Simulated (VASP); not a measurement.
## H11C2NO4: single point with PBE

H11C2NO4:

```
O H C N
1.0
     5.91548    0.00000    0.00000
     0.00000    5.91548    0.00000
     0.00000    0.00000    5.91548
O H C N
4 11 2 1
Cartesian
  5.6279 0.6409 3.8127
  3.8965 3.6005 3.2598
  2.2815 5.6237 4.6613
  3.7468 6.4939 1.3556
  6.5327 0.4449 4.0541
  5.5048 1.6066 3.7723
  3.9939 4.5270 3.0594
  3.0594 3.2826 2.7812
  2.8717 5.9706 5.3839
  2.5851 4.7334 4.3292
  4.4980 6.5950 2.0241
  3.1546 7.2773 1.5312
  5.6597 5.2589 6.0959
  5.8678 3.7702 5.1219
  4.7113 3.7059 6.4539
  5.6865 4.1232 6.0803
  6.7789 3.5808 6.8054
  7.7344 3.2206 7.3346
```

```
Program             : VASP 6.6.1
Task                : single point
Functional          : PBE
Potentials or basis : VASP PAW PBE potentials, release 64 (O_h, H_h, C_h, N_h)
Cutoff              : 910 eV
k mesh              : 1 × 1 × 1
Occupations         : fermi-dirac, width 0.02 eV
Spin                : no spin polarisation
```

```
Pressure               : -0.7 GPa
Largest force          : 2.549 eV/Å
Band gap on the k mesh : 5.03 eV
```

Forces on the atoms (eV/Å):
```
O   -1.493  0.348 -0.616
O   -1.011 -1.609  0.246
O    0.041 -0.087  0.186
O    0.388  0.905  0.907
H    1.265 -0.064  0.240
H    0.201 -0.168  0.159
H    0.053  0.958 -0.488
H    1.123  0.744  0.159
H   -0.275 -0.843 -0.706
H    0.258  0.980  0.748
H   -0.984 -0.137 -0.790
H    0.579 -0.719 -0.137
H    0.063 -1.170 -0.015
H   -0.156 -0.419 -2.509
H    0.431  0.305 -0.219
C   -1.048  1.041  1.946
C   -0.538  0.938  0.065
N    1.105 -1.004  0.824
```

Stress tensor (GPa, compression positive):
```
-1.13 -0.37 -0.25
-0.37 -2.26 -0.70
-0.25 -0.70  1.18
```

Levels at points of the mesh, in eV from the valence-band top:
| k point | band 22 | band 23 | band 24 | band 25 | band 26 | band 27 |
| --- | --- | --- | --- | --- | --- | --- |
| (0.00, 0.00, 0.00) | -0.30 | -0.12 | 0.00 | 5.03 | 6.25 | 6.57 |

Wall time 23 s on 1 thread of Intel(R) Xeon(R) 6975P-C (Granite Rapids), on a shared host, peak memory 0.44 GiB.

Caveat: the k points lie up to 1.06 Å⁻¹ apart; the cutoff is under 1.25 times the usual one of these potentials, so pressure, stress and relaxed cells hold a basis-set (Pulay) error.
